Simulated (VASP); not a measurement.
Wanted: the native input for a VASP 6.6.1 run.

* Task: relaxation of cell and atoms
* Functional: LDA
* Potentials or basis: VASP PAW LDA potentials, release 64 (C)
* Cutoff: 600 eV
* k mesh: 20 × 20 × 6
* Occupations: fermi-dirac, width 0.08 eV
* Spin: no spin polarisation
* Dipole correction: no
* Further INCAR settings: ALGO = Normal; EDIFF = 1e-06; IBRION = 2; EDIFFG = -0.002; NSW = 100; ISIF = 3

The structure of C lies in POSCAR:

```
C
1.0
    2.4700000000      0.0000000000      0.0000000000
   -1.2350000000      2.1390827473      0.0000000000
    0.0000000000      0.0000000000      6.7900000000
C
4
Direct
    0.0000000000      0.0000000000      0.0000000000
    0.0000000000      0.0000000000      0.5000000000
    0.3333333333      0.6666666667      0.0050000000
    0.6666666667      0.3333333333      0.5050000000
```

The input as run:

INCAR

```
SYSTEM = C
ALGO = Normal ; EDIFF = 1E-6
EDIFFG = -0.002 ; ENCUT = 600
IBRION = 2 ; ISIF = 3
ISMEAR = -1 ; LASPH = .TRUE.
LCHARG = .FALSE. ; LREAL = .FALSE.
LWAVE = .FALSE. ; NELM = 60
NSW = 100 ; PREC = Accurate
SIGMA = 0.08
```

KPOINTS

```
k-points
0
G
  20 20 6
  0 0 0
```

Potentials or basis: VASP PAW LDA potentials, release 64 (C).

The run is started by

```sh
$ cat potpaw_LDA.64/C/POTCAR > POTCAR
$ mpirun -np 1 vasp_std > vasp.out
```

It gave:

```yaml
Relaxed_volume: 8.49 Å³/atom
Relaxed_cell: a = 2.446 Å, b = 2.446 Å, c = 6.552 Å, α = 90.00°, β = 90.00°, γ = 120.00°
Space_group_after_relaxing_to_0.05_Å: P6_3/mmc (No. 194)
Energy_gained_by_relaxing: 12.5 meV/atom
Ionic_steps: 24
Pressure_after_relaxing: 0.0 GPa
Band_gap_on_the_k_mesh: 0.60 eV, indirect (the least direct gap lies 3.3 meV higher)
```

Wall time 18 min on 1 thread of AMD EPYC 7R13, with other jobs on the host, peak memory 0.16 GiB.
